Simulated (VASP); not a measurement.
# Mg (Fm-3m) in VASP: notebook

The runs below take Mg through single point, with PBE.

All numbers are computed with VASP 6.6.1; they aren't measurements. Logs are shortened: lines on timing, memory, paths and dates and some standing lists are left out, and cuts for length are marked.

**1. The cell of the first run**

Symmetry: Fm-3m, No. 225, cubic system. The conventional cell has a = 4.525 Å, b = 4.525 Å, c = 4.525 Å, α = 90.00°, β = 90.00°, γ = 90.00°. Mg (site symmetry m-3m) has 12 Mg at 3.20 Å within 4.2 Å.

**2. Single point, PBE**

INCAR reads:

```
PREC     = Accurate       # precision mode
ENCUT    = 520            # plane-wave cutoff, eV
EDIFF    = 1E-6           # SCF threshold, eV
ISMEAR   = -1             # smearing method
SIGMA    = 0.1            # smearing width, eV
LREAL    = False          # projectors in reciprocal space
LASPH    = True           # aspherical terms in the spheres
NELM     = 60             # most SCF steps
ALGO     = Normal         # electronic algorithm
ISIF     = 2              # what is computed and relaxed
LWAVE    = False          # write WAVECAR
LCHARG   = False          # write CHGCAR
GGA      = PE             # functional
NBANDS   = 7              # bands
```

KPOINTS reads:

```
regular mesh
0
Gamma
  12 12 12
```

POSCAR reads:

```
Mg
1.0
    0.0000000000      2.2623124468      2.2623124468
    2.2623124468      0.0000000000      2.2623124468
    2.2623124468      2.2623124468      0.0000000000
Mg
1
Direct
    0.0000000000      0.0000000000      0.0000000000
```

Potentials or basis: VASP PAW PBE potentials, release 64 (Mg).

Command:

```bash
$ cat potpaw_PBE.64/Mg/POTCAR > POTCAR
$ mpirun -np 1 vasp_std > vasp.out
```

OUTCAR:

```text
PREC = Accurate
   ENCUT = 520
   EDIFF = 1E-6
   ISMEAR = -1
   LREAL = False
   LASPH = True
   NELM = 60
   ISIF = 2
   GGA = PE

 ion  position               nearest neighbor table
   1  0.000  0.000  0.000-

  LATTYP: Found a face centered cubic cell.
 ALAT       =     4.5246248936

  Lattice vectors:

 A1 = (   0.0000000000,   2.2623124468,   2.2623124468)
 A2 = (   2.2623124468,   0.0000000000,   2.2623124468)
 A3 = (   2.2623124468,   2.2623124468,   0.0000000000)

Analysis of symmetry for initial positions (statically):
=====================================================================
 Subroutine PRICEL returns:
 Original cell was already a primitive cell.

 Routine SETGRP: Setting up the symmetry group for a
 face centered cubic supercell.

 Subroutine GETGRP returns: Found 48 space group operations
 (whereof 48 operations were pure point group operations)
 out of a pool of 48 trial point group operations.

The static configuration has the point symmetry O_h .

Analysis of symmetry for dynamics (positions and initial velocities):
=====================================================================
 Subroutine PRICEL returns:
 Original cell was already a primitive cell.

 Routine SETGRP: Setting up the symmetry group for a
 face centered cubic supercell.

 Subroutine GETGRP returns: Found 48 space group operations
 (whereof 48 operations were pure point group operations)
 out of a pool of 48 trial point group operations.

The dynamic configuration has the point symmetry O_h .

 Subroutine INISYM returns: Found 48 space group operations
 (whereof 48 operations are pure point group operations),
 and found     1 'primitive' translations

----------------------------------------------------------------------------------------

                                     Primitive cell

  volume of cell :      23.1573

  direct lattice vectors                    reciprocal lattice vectors
     0.000000000  2.262312447  2.262312447    -0.221012796  0.221012796  0.221012796
     2.262312447  0.000000000  2.262312447     0.221012796 -0.221012796  0.221012796
     2.262312447  2.262312447  0.000000000     0.221012796  0.221012796 -0.221012796

  length of vectors
     3.199392945  3.199392945  3.199392945     0.382805392  0.382805392  0.382805392

  position of ions in fractional coordinates (direct lattice)
     0.000000000  0.000000000  0.000000000

  ion indices of the primitive-cell ions
   primitive index   ion index
                 1           1

----------------------------------------------------------------------------------------

 KPOINTS: regular mesh

Automatic generation of k-mesh.
 Grid dimensions read from file:
 generate k-points for:   12   12   12

 Generating k-lattice:

  Cartesian coordinates                     Fractional coordinates (reciprocal lattice)
    -0.018417733  0.018417733  0.018417733     0.083333333  0.000000000  0.000000000
     0.018417733 -0.018417733  0.018417733     0.000000000  0.083333333  0.000000000
     0.018417733  0.018417733 -0.018417733     0.000000000  0.000000000  0.083333333

  Length of vectors
     0.031900449  0.031900449  0.031900449

  Shift w.r.t. Gamma in fractional coordinates (k-lattice)
     0.000000000  0.000000000  0.000000000

 Subroutine IBZKPT returns following result:
 ===========================================

 Found     72 irreducible k-points:

 Following reciprocal coordinates:
            Coordinates               Weight
  0.000000  0.000000  0.000000      1.000000
  0.083333  0.000000  0.000000      8.000000
  0.166667  0.000000  0.000000      8.000000
  0.250000  0.000000  0.000000      8.000000
  0.333333  0.000000  0.000000      8.000000
  0.416667  0.000000  0.000000      8.000000
[... 16 lines left out ...]
  0.500000  0.166667  0.000000     24.000000
 -0.416667  0.166667  0.000000     24.000000
 [... further k-points ...]
   k-points           NKPTS =     72   k-points in BZ     NKDIM =     72   number of bands    NBANDS=      7
   number of dos      NEDOS =    301   number of ions     NIONS =      1
   total plane-waves  NPLWV =  13824
   dimension x,y,z NGX =    24 NGY =   24 NGZ =   24
   dimension x,y,z NGXF=    48 NGYF=   48 NGZF=   48
   ions per type =               1
   NGX,Y,Z   is equivalent  to a cutoff of  12.47, 12.47, 12.47 a.u.
   NGXF,Y,Z  is equivalent  to a cutoff of  24.94, 24.94, 24.94 a.u.
 SYSTEM =  unknown system
   PREC   = accura    normal or accurate (medium, high low for compatibility)
   ISTART =      0    job   : 0-new  1-cont  2-samecut
   ICHARG =      2    charge: 1-file 2-atom 10-const
   ISPIN  =      1    spin polarized calculation?
   LNONCOLLINEAR =      F non collinear calculations
   LSORBIT =      F    spin-orbit coupling
   LASPH  =      T    aspherical Exc in radial PAW
   ENCUT  =  520.0 eV  38.22 Ry    6.18 a.u.   5.95  5.95  5.95*2*pi/ulx,y,z
   NELM   =     60;   NELMIN=  2; NELMDL= -5     # of ELM steps
   EDIFF  = 0.1E-05   stopping-criterion for ELM
   LREAL  =      F    real-space projection
   EDIFFG = 0.1E-04   stopping-criterion for IOM
   NSW    =      0    number of steps for IOM
   IBRION =     -1    ionic relax: 0-MD 1-quasi-New 2-CG
   NFREE  =      0    steps in history (QN), initial steepest desc. (CG)
   ISIF   =      2    stress and relaxation
   ISYM   =      2    0-nonsym 1-usesym 2-fastsym
   POTIM  = 0.5000    time-step for ionic-motion
   TEBEG  =    0.0;   TEEND  =   0.0 temperature during run
   PSTRESS=    0.0 pullay stress
   NELECT =       2.0000    total number of electrons
   NUPDOWN=      -1.0000    fix difference up-down
   EMIN   =  10.00;   EMAX   =-10.00  energy-range for DOS
   EFERMI =   0.00;   METHOD = LEGACY
   ISMEAR =    -1;   SIGMA  =   0.10  broadening in eV -4-tet -1-fermi 0-gaus
   EFERMI_NEDOS =   21; number of points for ismear=-14 and -15
   IALGO  =     38    algorithm
   IMIX   =      4    mixing-type and parameters
     AMIX     =   0.40;   BMIX     =  1.00
     AMIX_MAG =   1.60;   BMIX_MAG =  1.00
  volume/ion in A,a.u.               =      23.16       156.27
  Fermi-wavevector in a.u.,A,eV,Ry     =   0.723639  1.367480  7.124746  0.523654
  Thomas-Fermi vector in A             =   1.813907
   LORBIT       =      0    0 simple, 1 ext, 2 COOP (PROOUT), +10 PAW based schemes
   GGA     = PE    functional components
   LHFCALC =     F    Hartree Fock is set to
   AEXX    =    0.0000 exact exchange contribution
   IVDW    =     0    specifies the selected vdW correction
   LEPSILON=     F    determine dielectric tensor
   LRPA    =     F    only Hartree local field effects (RPA)
 non-spin polarized calculation
  energy-cutoff  :      520.00
  volume of cell :       23.16
 maximum number of plane-waves:       636
   NGX = 11   NGY = 11   NGZ = 11

 number of electron       2.0000000 magnetization

 Free energy of the ion-electron system (eV)
  ---------------------------------------------------
  ext. energy  EPLUGINS =         0.00000000
  ---------------------------------------------------
  free energy    TOTEN  =        -1.49796291 eV

  energy without entropy =       -1.48114872  energy(sigma->0) =       -1.48955581

 E-fermi :   2.5335     XC(G=0):  -8.4650

 val. band max:        2.4767692931   @ k =  -0.4167   0.3333   0.0000
 cond. band min:       2.5443148167   @ k =  -0.4167   0.5000   0.0833
 fundamental gap:      0.0675455236
 Fermi energy:         2.5334791185

 k-point     1 :       0.0000    0.0000    0.0000
  band No.  band energies     occupation
      1      -4.3069      2.00000
      2      14.8822      0.00000
      3      14.8822      0.00000
      4      14.8822      0.00000
      5      16.7675      0.00000
      6      16.7675      0.00000
      7      16.7675      0.00000

 k-point     2 :       0.0833    0.0000    0.0000
  band No.  band energies     occupation
      1      -4.1534      2.00000
      2      12.8144      0.00000
      3      14.5473      0.00000
      4      14.5473      0.00000
      5      16.7431      0.00000
      6      17.3614      0.00000
      7      17.3614      0.00000

 k-point     3 :       0.1667    0.0000    0.0000
  band No.  band energies     occupation
      1      -3.6944      2.00000
      2      10.0878      0.00000
      3      14.0492      0.00000
      4      14.0492      0.00000
      5      16.3541      0.00000
      6      18.2990      0.00000
      7      18.2990      0.00000

 k-point     4 :       0.2500    0.0000    0.0000
  band No.  band energies     occupation
      1      -2.9341      2.00000
      2       7.4979      0.00000
      3      13.7087      0.00000
      4      13.7087      0.00000
      5      16.0278      0.00000
      6      16.9457      0.00000
      7      16.9457      0.00000

 k-point     5 :       0.3333    0.0000    0.0000
  band No.  band energies     occupation
      1      -1.8797      2.00000
      2       5.1210      0.00000
      3      13.5834      0.00000
      4      13.5834      0.00000
      5      15.8110      0.00000
      6      15.8110      0.00000
      7      15.8931      0.00000

 k-point     6 :       0.4167    0.0000    0.0000
  band No.  band energies     occupation
      1      -0.5424      2.00000
      2       2.9866      0.02131
      3      13.6652      0.00000
      4      13.6652      0.00000
      5      14.9650      0.00000
      6      14.9650      0.00000
      7      15.9552      0.00000

 k-point     7 :       0.5000    0.0000    0.0000
  band No.  band energies     occupation
      1       0.8875      2.00000
      2       1.2905      1.99999
      3      13.7978      0.00000
      4      13.7978      0.00000
      5      14.5767      0.00000
      6      14.5767      0.00000
      7      16.0490      0.00000
[... 121 lines left out ...]
 k-point    20 :       0.2500    0.1667    0.0000
  band No.  band energies     occupation
      1      -2.9340      2.00000
      2       9.5723      0.00000
      3      11.6531      0.00000
      4      12.3013      0.00000
      5      13.2506      0.00000
      6      15.3929      0.00000
      7      20.8576      0.00000

 k-point    21 :       0.3333    0.1667    0.0000
  band No.  band energies     occupation
      1      -2.0796      2.00000
      2       7.1321      0.00000
      3      11.3590      0.00000
      4      11.5257      0.00000
      5      12.6869      0.00000
      6      16.7381      0.00000
      7      19.7420      0.00000

 k-point    22 :       0.4167    0.1667    0.0000
  band No.  band energies     occupation
      1      -0.9362      2.00000
      2       4.8683      0.00000
      3      10.5378      0.00000
      4      11.3207      0.00000
      5      12.5969      0.00000
      6      18.5914      0.00000
      7      18.7166      0.00000

 k-point    23 :       0.5000    0.1667    0.0000
  band No.  band energies     occupation
      1       0.4794      2.00000
      2       2.8425      0.08700
      3       9.7259      0.00000
      4      11.5400      0.00000
      5      12.8236      0.00000
      6      17.9048      0.00000
      7      19.7517      0.00000

 k-point    24 :      -0.4167    0.1667    0.0000
  band No.  band energies     occupation
      1       0.9979      2.00000
      2       2.2343      1.90441
      3       9.1628      0.00000
      4      12.0193      0.00000
      5      13.3437      0.00000
      6      17.3297      0.00000
      7      19.2892      0.00000

 [... further k-points ...]

------------------------ aborting loop because EDIFF is reached ----------------------------------------

  FORCE on cell =-STRESS in cart. coord.  units (eV):
  Direction    XX          YY          ZZ          XY          YZ          ZX
  --------------------------------------------------------------------------------------
  -------------------------------------------------------------------------------------
  Total       -0.0243122     -0.0243122     -0.0243122      0.0000000      0.0000000     -0.0000000
  in kB       -1.6820825     -1.6820825     -1.6820825      0.0000000      0.0000000     -0.0000000
  external PRESSURE =      -1.6820825 kB  Pullay stress =       0.0000000 kB

 VOLUME and BASIS-vectors are now :
 -----------------------------------------------------------------------------
  energy-cutoff  :      520.00
  volume of cell :       23.16
      direct lattice vectors                 reciprocal lattice vectors
     0.000000000  2.262312447  2.262312447    -0.221012796  0.221012796  0.221012796
     2.262312447  0.000000000  2.262312447     0.221012796 -0.221012796  0.221012796
     2.262312447  2.262312447  0.000000000     0.221012796  0.221012796 -0.221012796

 POSITION                                       TOTAL-FORCE (eV/Angst)
 -----------------------------------------------------------------------------------
      0.00000      0.00000      0.00000         0.000000      0.000000      0.000000
 -----------------------------------------------------------------------------------
    total drift:                               -0.000000      0.000000      0.000000

  FREE ENERGIE OF THE ION-ELECTRON SYSTEM (eV)
  ---------------------------------------------------
  free  energy   TOTEN  =        -1.4979629137 eV

  energy  without entropy=       -1.4811487156  energy(sigma->0) =       -1.48955581
```

It took 7 s on 1 thread of Intel Xeon Platinum 8488C (Sapphire Rapids), shared host; peak memory 0.14 GiB.

Results:

```yaml
Free_energy: -1.4980 eV
Pressure: -0.2 GPa
Band_gap_on_the_k_mesh: zero (band 1 reaches 4.02 eV, above the bottom of band 2 at 1.29 eV)
```

**3. Single point, PBE (volume scaled by 0.88)**

INCAR reads:

```
SYSTEM = Mg
PREC     = Accurate       ! precision mode
ENCUT    = 520            ! plane-wave cutoff, eV
EDIFF    = 1E-6           ! SCF threshold, eV
ISMEAR   = -1             ! smearing method
SIGMA    = 0.1            ! smearing width, eV
LREAL    = .FALSE.        ! projectors in reciprocal space
LASPH    = .TRUE.         ! aspherical terms in the spheres
NELM     = 80             ! most SCF steps
ALGO     = Normal         ! electronic algorithm
ISIF     = 2              ! what is computed and relaxed
LWAVE    = .FALSE.        ! write WAVECAR
LCHARG   = .FALSE.        ! write CHGCAR
GGA      = PE             ! functional
NBANDS   = 7              ! bands
```

KPOINTS reads:

```
Automatic mesh
0
G
  14 14 14
  0 0 0
```

POSCAR reads:

```
Mg
1.0
    0.0000000000      2.1679377561      2.1679377561
    2.1679377561      0.0000000000      2.1679377561
    2.1679377561      2.1679377561      0.0000000000
Mg
1
Direct
    0.0000000000      0.0000000000      0.0000000000
```

Potentials or basis: VASP PAW PBE potentials, release 64 (Mg).

Command:

```bash
$ cat potpaw_PBE.64/Mg/POTCAR > POTCAR
$ mpirun -np 1 vasp_std > vasp.out
```

Wall time 4.8 s (1 thread of Intel Xeon Platinum 8488C (Sapphire Rapids), shared host); peak memory 0.14 GiB.

Results (log left out):

```yaml
Free_energy: -1.4602 eV
Pressure: 5.7 GPa
Band_gap_on_the_k_mesh: zero (band 1 reaches 4.32 eV, above the bottom of band 2 at 1.99 eV)
```

Levels at points of the mesh, in eV from the Fermi level:
| k point | band 1 | band 2 | band 3 | band 4 | band 5 | band 6 |
| --- | --- | --- | --- | --- | --- | --- |
| (0.00, 0.00, 0.00) | -7.44 | 13.13 | 13.13 | 13.13 | 15.60 | 15.73 |
| (0.50, 0.00, 0.00) | -1.89 | -1.27 | 11.94 | 11.94 | 13.35 | 13.35 |
| (0.50, 0.50, 0.00) | -0.24 | 0.88 | 6.33 | 7.61 | 7.61 | 11.00 |

**4. Single point, PBE (volume scaled by 0.92)**

INCAR reads:

```
SYSTEM = Mg
ALGO = Normal
EDIFF = 1E-7
ENCUT = 520
GGA = PE
ISIF = 2
ISMEAR = -1
LASPH = .True.
LCHARG = .True.
LELF = .True.
LREAL = .False.
LVHAR = .True.
LWAVE = .False.
NBANDS = 7
NELM = 100
PREC = Accurate
SIGMA = 0.1
```

KPOINTS reads:

```
k-points
0
Gamma
  14 14 14
  0 0 0
```

POSCAR reads:

```
Mg
1.0
    0.0000000000      2.2002998072      2.2002998072
    2.2002998072      0.0000000000      2.2002998072
    2.2002998072      2.2002998072      0.0000000000
Mg
1
Direct
    0.0000000000      0.0000000000      0.0000000000
```

Command:

```bash
$ cat potpaw_PBE.64/Mg/POTCAR > POTCAR
$ mpirun -np 1 vasp_std > vasp.out
```

Run time: 6.2 s. Hardware: 1 thread of Intel Xeon Platinum 8488C (Sapphire Rapids), shared host; peak memory 0.14 GiB.

Results (log left out):

- Free energy: -1.4862 eV
- Pressure: 3.4 GPa
- Band gap on the k mesh: zero (band 1 reaches 4.05 eV, above the bottom of band 2 at 1.74 eV)

Levels at points of the mesh, in eV from the Fermi level:
| k point | band 1 | band 2 | band 3 | band 4 | band 5 | band 6 |
| --- | --- | --- | --- | --- | --- | --- |
| (0.00, 0.00, 0.00) | -7.23 | 12.85 | 12.85 | 12.85 | 15.18 | 15.18 |
| (0.50, 0.00, 0.00) | -1.82 | -1.27 | 11.69 | 11.69 | 12.87 | 12.87 |
| (0.50, 0.50, 0.00) | -0.23 | 0.86 | 6.25 | 7.36 | 7.36 | 10.54 |

(Continued in part 2 of 2.)
